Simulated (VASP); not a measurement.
Write the native input for VASP 6.6.1 that does the following.

```yaml
Task: single point
Functional: PBE
Potentials_or_basis: VASP PAW PBE potentials, release 64 (B, N)
Cutoff: 520 eV
k_mesh: 12 × 12 × 4
Occupations: gaussian, width 0.05 eV
Spin: no spin polarisation
Dipole_correction: no
Further_INCAR_settings: ALGO = Normal; EDIFF = 1e-06; NBANDS = 16
```

The structure of BN lies in POSCAR:

```
BN
1.0
    2.5121751215      0.0000000000      0.0000000000
   -1.2560875608      2.1756074740      0.0000000000
    0.0000000000      0.0000000000      8.3436910039
B N
2 2
Direct
    0.3666318202      0.6910428509      0.2500000000
    0.6999651536      0.3577095176      0.7500000000
    0.3333333333      0.6666666667      0.7500000000
    0.6666666667      0.3333333333      0.2500000000
```

This cell differs from its parent crystal: all B atoms moved +0.075 Å, as atom 1 along Cartesian [1 1 0].

These files were run (other wordings do the same):

INCAR

```
SYSTEM = BN
PREC = Accurate
ENCUT = 520
EDIFF = 1E-6
ISMEAR = 0
SIGMA = 0.05
LREAL = .False.
LASPH = .True.
NELM = 60
ALGO = Normal
ISIF = 2
LWAVE = .False.
LCHARG = .False.
GGA = PE
NBANDS = 16
```

KPOINTS

```
regular mesh
0
Gamma
  12 12 4
  0 0 0
```

Potentials or basis: VASP PAW PBE potentials, release 64 (B, N).

The run is started by

```console
$ cat potpaw_PBE.64/B/POTCAR potpaw_PBE.64/N/POTCAR > POTCAR
$ mpirun -np 1 vasp_std > vasp.out
```

It gave:

The pressure is 1.7 GPa and the largest force is 3.297 eV/Å. The band gap on the k mesh is 4.29 eV, indirect (least direct gap 4.73 eV).

Caveat: the cell differs from its parent crystal (all B atoms moved +0.075 Å, as atom 1 along Cartesian [1 1 0]); this functional lacks dispersion, which binds the layers, so the pressure and a relaxed spacing across them are unreliable; forces of over 1 eV/Å act on the atoms, so gaps and moduli don't describe the material at rest.

Run time: 2.8 min on 1 thread of Intel Xeon 8259CL, with other jobs on the host, peak memory 0.26 GiB.
